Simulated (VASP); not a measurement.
# AlN (P6_3mc) in VASP: further runs

AlN is run at these levels: LDA; tasks: single point.

All numbers are computed with VASP 6.6.1; they aren't measurements. Logs are shortened: lines on timing, memory, paths and dates and some standing lists are left out, and cuts for length are marked.

## 1. The cell of the first run

Symmetry: P6_3mc, No. 186, hexagonal system. Conventional cell: a = 3.012 Å, b = 3.012 Å, c = 4.820 Å, α = 90.00°, β = 90.00°, γ = 120.00°. Al (site symmetry 3m) has 4 N at 1.83 to 1.84 Å within 2.4 Å. Within 2.4 Å of N (site symmetry 3m) lie 4 Al at 1.83 to 1.84 Å.

## 2. Single point, LDA

File INCAR:

```
SYSTEM = AlN
PREC     = Accurate       ! precision mode
ENCUT    = 520            ! plane-wave cutoff, eV
EDIFF    = 1E-7           ! SCF threshold, eV
ISMEAR   = 0              ! smearing method
SIGMA    = 0.05           ! smearing width, eV
LREAL    = .False.        ! projectors in reciprocal space
LASPH    = .True.         ! aspherical terms in the spheres
NELM     = 60             ! most SCF steps
ALGO     = Normal         ! electronic algorithm
ISIF     = 2              ! what is computed and relaxed
LWAVE    = .False.        ! write WAVECAR
LCHARG   = .False.        ! write CHGCAR
NBANDS   = 16             ! bands
```

File KPOINTS:

```
Automatic mesh
0
Gamma
  9 9 6
  0 0 0
```

File POSCAR:

```
AlN
1.0
    3.0115238416      0.0000000000      0.0000000000
   -1.5057619208      2.6080561509      0.0000000000
    0.0000000000      0.0000000000      4.8201746025
Al N
2 2
Direct
    0.3333333333      0.6666666667      0.0015212672
    0.6666666667      0.3333333333      0.5015212672
    0.3333333333      0.6666666667      0.3834787328
    0.6666666667      0.3333333333      0.8834787328
```

Potentials or basis: VASP PAW LDA potentials, release 64 (Al, N).

Run with:

```console
> cat potpaw_LDA.64/Al/POTCAR potpaw_LDA.64/N/POTCAR > POTCAR
> mpirun -np 1 vasp_std > vasp.out
```

OUTCAR:

```text
SYSTEM = AlN
   PREC = Accurate
   ENCUT = 520
   EDIFF = 1E-7
   ISMEAR = 0
   LREAL = .False.
   LASPH = .True.
   NELM = 60
   ISIF = 2

 ion  position               nearest neighbor table
   1  0.333  0.667  0.002-   4 1.83   4 1.83   4 1.83   3 1.84   2 2.97   2 2.97   2 2.97   2 2.97
                             2 2.97   2 2.97
   2  0.667  0.333  0.502-   3 1.83   3 1.83   3 1.83   4 1.84   1 2.97   1 2.97   1 2.97   1 2.97
                             1 2.97   1 2.97
   3  0.333  0.667  0.383-   2 1.83   2 1.83   2 1.83   1 1.84
   4  0.667  0.333  0.883-   1 1.83   1 1.83   1 1.83   2 1.84

  LATTYP: Found a hexagonal cell.
 ALAT       =     3.0115238416
 C/A-ratio  =     1.6005766037

  Lattice vectors:

 A1 = (   3.0115238416,   0.0000000000,   0.0000000000)
 A2 = (  -1.5057619208,   2.6080561509,   0.0000000000)
 A3 = (   0.0000000000,   0.0000000000,   4.8201746025)

Analysis of symmetry for initial positions (statically):
=====================================================================
 Subroutine PRICEL returns:
 Original cell was already a primitive cell.

 Routine SETGRP: Setting up the symmetry group for a
 hexagonal supercell.

 Subroutine GETGRP returns: Found 12 space group operations
 (whereof  6 operations were pure point group operations)
 out of a pool of 24 trial point group operations.

The static configuration has the point symmetry C_3v.
 The point group associated with its full space group is C_6v.

Analysis of symmetry for dynamics (positions and initial velocities):
=====================================================================
 Subroutine PRICEL returns:
 Original cell was already a primitive cell.

 Routine SETGRP: Setting up the symmetry group for a
 hexagonal supercell.

 Subroutine GETGRP returns: Found 12 space group operations
 (whereof  6 operations were pure point group operations)
 out of a pool of 24 trial point group operations.

The dynamic configuration has the point symmetry C_3v.
 The point group associated with its full space group is C_6v.

 Subroutine INISYM returns: Found 12 space group operations
 (whereof  6 operations are pure point group operations),
 and found     1 'primitive' translations

----------------------------------------------------------------------------------------

                                     Primitive cell

  volume of cell :      37.8587

  direct lattice vectors                    reciprocal lattice vectors
     3.011523842  0.000000000  0.000000000     0.332057806  0.191713664  0.000000000
[... 90 lines left out ...]
   EDIFF  = 0.1E-06   stopping-criterion for ELM
   LREAL  =      F    real-space projection
   EDIFFG = 0.1E-05   stopping-criterion for IOM
   NSW    =      0    number of steps for IOM
   IBRION =     -1    ionic relax: 0-MD 1-quasi-New 2-CG
   NFREE  =      0    steps in history (QN), initial steepest desc. (CG)
   ISIF   =      2    stress and relaxation
   ISYM   =      2    0-nonsym 1-usesym 2-fastsym
   POTIM  = 0.5000    time-step for ionic-motion
   TEBEG  =    0.0;   TEEND  =   0.0 temperature during run
   PSTRESS=    0.0 pullay stress
   NELECT =      16.0000    total number of electrons
   NUPDOWN=      -1.0000    fix difference up-down
   EMIN   =  10.00;   EMAX   =-10.00  energy-range for DOS
   EFERMI =   0.00;   METHOD = LEGACY
   ISMEAR =     0;   SIGMA  =   0.05  broadening in eV -4-tet -1-fermi 0-gaus
   EFERMI_NEDOS =   21; number of points for ismear=-14 and -15
   IALGO  =     38    algorithm
   IMIX   =      4    mixing-type and parameters
     AMIX     =   0.40;   BMIX     =  1.00
     AMIX_MAG =   1.60;   BMIX_MAG =  1.00
  volume/ion in A,a.u.               =       9.46        63.87
  Fermi-wavevector in a.u.,A,eV,Ry     =   1.228550  2.321623 20.535749  1.509335
  Thomas-Fermi vector in A             =   2.363471
   LORBIT       =      0    0 simple, 1 ext, 2 COOP (PROOUT), +10 PAW based schemes
   GGA     = CA    functional components
   LHFCALC =     F    Hartree Fock is set to
   AEXX    =    0.0000 exact exchange contribution
   IVDW    =     0    specifies the selected vdW correction
   LEPSILON=     F    determine dielectric tensor
   LRPA    =     F    only Hartree local field effects (RPA)
 non-spin polarized calculation
 Gauss-broadening in eV      SIGMA  =   0.05
  energy-cutoff  :      520.00
  volume of cell :       37.86
 maximum number of plane-waves:      1038
 NGX is ok and might be reduce to    24
   NGX = 11   NGY = 11   NGZ = 17

 number of electron      15.9999997 magnetization

 Free energy of the ion-electron system (eV)
  ---------------------------------------------------
  ext. energy  EPLUGINS =         0.00000000
  ---------------------------------------------------
  free energy    TOTEN  =       -32.66229344 eV

  energy without entropy =      -32.66229344  energy(sigma->0) =      -32.66229344

 E-fermi :   7.0798     XC(G=0): -11.6799

 val. band max:        6.8835278115   @ k =   0.0000   0.0000   0.0000
 cond. band min:      11.8049900672   @ k =   0.3333   0.3333   0.0000
 fundamental gap:      4.9214622557
 Fermi energy:         7.0797753393

 k-point     1 :       0.0000    0.0000    0.0000
  band No.  band energies     occupation
      1      -8.7703      2.00000
      2      -6.2238      2.00000
      3       0.3707      2.00000
      4       5.9609      2.00000
      5       5.9609      2.00000
      6       6.6370      2.00000
[... 433 lines left out ...]
      3       1.6781      2.00000
      4       2.4684      2.00000
      5       2.4684      2.00000
      6       3.8956      2.00000
[... 8 lines left out ...]
     15      20.4286      0.00000
     16      23.1053      0.00000

 [... further k-points ...]
[... 5 lines left out ...]
  --------------------------------------------------------------------------------------
  -------------------------------------------------------------------------------------
  Total        4.7154832      4.7154832      4.3876725      0.0000000     -0.0000000      0.0000000
  in kB      199.5587463    199.5587463    185.6858342      0.0000000     -0.0000000      0.0000000
  external PRESSURE =     194.9344423 kB  Pullay stress =       0.0000000 kB

 VOLUME and BASIS-vectors are now :
 -----------------------------------------------------------------------------
  energy-cutoff  :      520.00
  volume of cell :       37.86
      direct lattice vectors                 reciprocal lattice vectors
     3.011523842  0.000000000  0.000000000     0.332057806  0.191713664  0.000000000
    -1.505761921  2.608056151  0.000000000     0.000000000  0.383427328  0.000000000
     0.000000000  0.000000000  4.820174602     0.000000000  0.000000000  0.207461364

 POSITION                                       TOTAL-FORCE (eV/Angst)
 -----------------------------------------------------------------------------------
     -0.00000      1.73870      0.00733        -0.000000      0.000000     -0.036096
      1.50576      0.86935      2.41742         0.000000      0.000000     -0.036096
     -0.00000      1.73870      1.84843         0.000000      0.000000      0.036096
      1.50576      0.86935      4.25852        -0.000000      0.000000      0.036096
 -----------------------------------------------------------------------------------
    total drift:                               -0.000000     -0.000000      0.001004

  FREE ENERGIE OF THE ION-ELECTRON SYSTEM (eV)
  ---------------------------------------------------
  free  energy   TOTEN  =       -32.6622934387 eV

  energy  without entropy=      -32.6622934387  energy(sigma->0) =      -32.66229344
```

Wall time 10 s (1 thread of Intel Xeon 6975P-C (Granite Rapids), shared host); peak memory 0.14 GiB.

What came out:

```yaml
Free_energy: -32.6623 eV
Pressure: 19.5 GPa
Largest_force: 0.036 eV/Å
Band_gap_on_the_k_mesh: 4.92 eV, indirect (least direct gap 5.12 eV)
```

Forces in eV/Å, atoms in the order of the input:
```
Al   0.000  0.000 -0.036
Al   0.000  0.000 -0.036
N    0.000  0.000  0.036
N    0.000  0.000  0.036
```

Levels at points of the mesh, in eV from the valence-band top:
| k point | band 4 | band 5 | band 6 | band 7 | band 8 | band 9 | band 10 | band 11 | band 12 | band 13 |
| --- | --- | --- | --- | --- | --- | --- | --- | --- | --- | --- |
| (0.00, 0.00, 0.00) | -0.92 | -0.92 | -0.25 | -0.25 | 0.00 | 5.12 | 7.41 | 11.29 | 11.65 | 11.65 |
| (0.00, 0.00, 0.50) | -3.50 | -0.59 | -0.59 | -0.59 | -0.59 | 7.29 | 7.29 | 10.96 | 10.96 | 11.98 |

A k mesh can miss the band edges.

## 3. Single point, LDA

This run uses another cell than the first one, of 9.71 Å³/atom, 1.026 times its volume.

File INCAR:

```
PREC = Accurate ; ENCUT = 520
EDIFF = 1E-7 ; ISMEAR = 0
SIGMA = 0.05 ; LREAL = F
LASPH = T ; NELM = 80
ALGO = Normal ; ISIF = 2
LWAVE = F ; LCHARG = F
GGA = CA ; NBANDS = 16
```

File KPOINTS:

```
regular mesh
0
Gamma
  9 9 6
```

File POSCAR:

```
AlN
1.0
    3.0371604035      0.0000000000      0.0000000000
   -1.5185802018      2.6302580648      0.0000000000
    0.0000000000      0.0000000000      4.8612078838
Al N
2 2
Direct
    0.3333333333      0.6666666667      0.0015212672
    0.6666666667      0.3333333333      0.5015212672
    0.3333333333      0.6666666667      0.3834787328
    0.6666666667      0.3333333333      0.8834787328
```

Potentials or basis: VASP PAW LDA potentials, release 64 (Al, N).

Run with:

```console
> cat potpaw_LDA.64/Al/POTCAR potpaw_LDA.64/N/POTCAR > POTCAR
> mpirun -np 1 vasp_std > vasp.out
```

Run time: 12 s. Hardware: 1 thread of Intel Xeon 6975P-C (Granite Rapids), shared host; peak memory 0.14 GiB.

The run converged. Its results:

* Free energy: -32.7600 eV
* Pressure: 12.6 GPa
* Largest force: 0.024 eV/Å
* Band gap on the k mesh: 4.88 eV, direct

Forces in eV/Å, atoms in the order of the input:
```
Al   0.000  0.000 -0.024
Al   0.000  0.000 -0.024
N    0.000  0.000  0.024
N    0.000  0.000  0.024
```

Stress tensor (GPa, compression positive):
```
12.87  0.00  0.00
 0.00 12.87  0.00
 0.00  0.00 11.98
```

Levels at points of the mesh, in eV from the valence-band top:
| k point | band 5 | band 6 | band 7 | band 8 | band 9 | band 10 | band 11 | band 12 |
| --- | --- | --- | --- | --- | --- | --- | --- | --- |
| (0.00, 0.00, 0.00) | -0.91 | -0.24 | -0.24 | 0.00 | 4.88 | 7.18 | 11.07 | 11.46 |
| (0.00, 0.00, 0.50) | -0.59 | -0.59 | -0.59 | -0.59 | 7.06 | 7.06 | 10.74 | 10.74 |

## 4. Single point, LDA

This run uses another cell than the first one, of 9.96 Å³/atom, 1.052 times its volume.

File INCAR:

```
ALGO = Normal ; EDIFF = 1E-6
ENCUT = 520 ; GGA = CA
ISIF = 2 ; ISMEAR = 0
LASPH = T ; LCHARG = F
LREAL = F ; LWAVE = F
NBANDS = 16 ; NELM = 80
PREC = Accurate ; SIGMA = 0.05
```

File KPOINTS:

```
k-points
0
Gamma
  9 9 6
```

File POSCAR:

```
AlN
1.0
    3.0631058397      0.0000000000      0.0000000000
   -1.5315529199      2.6527274717      0.0000000000
    0.0000000000      0.0000000000      4.9027355419
Al N
2 2
Direct
    0.3333333333      0.6666666667      0.0015212672
    0.6666666667      0.3333333333      0.5015212672
    0.3333333333      0.6666666667      0.3834787328
    0.6666666667      0.3333333333      0.8834787328
```

Run with:

```console
> cat potpaw_LDA.64/Al/POTCAR potpaw_LDA.64/N/POTCAR > POTCAR
> mpirun -np 1 vasp_std > vasp.out
```

Run time: 11 s. Hardware: 1 thread of Intel Xeon 6975P-C (Granite Rapids), shared host; peak memory 0.14 GiB.

Results (log left out):

| Property | Result |
| --- | --- |
| Free energy | -32.8192 eV |
| Pressure | 6.2 GPa |
| Largest force | 0.012 eV/Å |
| Band gap on the k mesh | 4.65 eV, direct |

Forces on the atoms (eV/Å):
```
Al   0.000  0.000 -0.012
Al   0.000  0.000 -0.012
N    0.000  0.000  0.012
N    0.000  0.000  0.012
```

Stress tensor (GPa, compression positive):
```
6.37 0.00 0.00
0.00 6.37 0.00
0.00 0.00 5.93
```

Levels at points of the mesh, in eV from the valence-band top:
```tsv
k point	band 5	band 6	band 7	band 8	band 9	band 10	band 11	band 12
(0.00, 0.00, 0.00)	-0.90	-0.23	-0.23	0.00	4.65	6.95	10.86	11.28
(0.00, 0.00, 0.50)	-0.58	-0.58	-0.58	-0.58	6.83	6.83	10.53	10.53
```

## 5. Overview

| cell | gap on the mesh (eV) | pressure (GPa) | largest force (eV/Å) |
| --- | --- | --- | --- |
| a = 3.012, b = 3.012, c = 4.820 Å, angles 90.0, 90.0, 120.0°, 4 atoms | 4.92 | 19.5 | 0.04 |
| a = 3.037, b = 3.037, c = 4.861 Å, angles 90.0, 90.0, 120.0°, 4 atoms | 4.88 | 12.6 | 0.02 |
| a = 3.063, b = 3.063, c = 4.903 Å, angles 90.0, 90.0, 120.0°, 4 atoms | 4.65 | 6.2 | 0.01 |

Alike in all rows: task single point; level LDA; potentials or basis VASP PAW LDA potentials, release 64 (Al, N); no spin polarisation; k mesh 9 × 9 × 6; cutoff (eV) 520; smearing gaussian 0.05 eV.

Absolute energies hang on the potentials; compare differences alone.
